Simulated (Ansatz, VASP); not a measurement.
# One calculation of Re, two programs

```
Re
1.0
     5.52000    0.00000    0.00000
    -4.14000    7.17069    0.00000
     0.00000    0.00000    4.45740
Re
13
Cartesian
  -0.1210 0.2389 -0.0232
  0.2240 1.6338 2.3776
  -1.0364 2.6199 0.2628
  -1.1776 4.1358 2.3362
  -2.6522 4.4961 -0.0569
  -2.9684 6.1623 1.5732
  2.2725 -0.4468 -0.9231
  3.0190 2.0022 2.8191
  1.4505 2.4046 0.2319
  1.4426 3.9592 2.3443
  0.1676 4.9322 0.1832
  0.3260 6.3139 2.4716
  3.1487 0.5608 0.9877
```

Alike in both runs: functional LDA; k mesh 4 × 3 × 4; occupations gaussian, width 0.05 eV; no spin polarisation.

Ansatz relaxed the structure, and its values are those at the end. VASP's run is a single point on that final structure, the one shown.

```csv
,VASP,Ansatz
version,VASP 6.6.1,Ansatz 0.2.0
potentials or method,"VASP PAW LDA potentials, release 64 (Re), cutoff 520 eV","scalar-relativistic, plane waves, PAW"
valence electrons in the cell,91,195
```

|  | VASP | Ansatz | Ansatz less VASP |
| --- | --- | --- | --- |
| rms of the force components (eV/Å) | 0.047 | 0.006 | -0.0412 |

LDA's correlation is that of Perdew and Zunger in VASP and of Perdew and Wang (1992) in Ansatz. VASP's potentials hold 91 valence electrons a cell and Ansatz's 195, so a difference there can come from the potentials and not from the codes.

Neither program's run includes spin-orbit coupling.
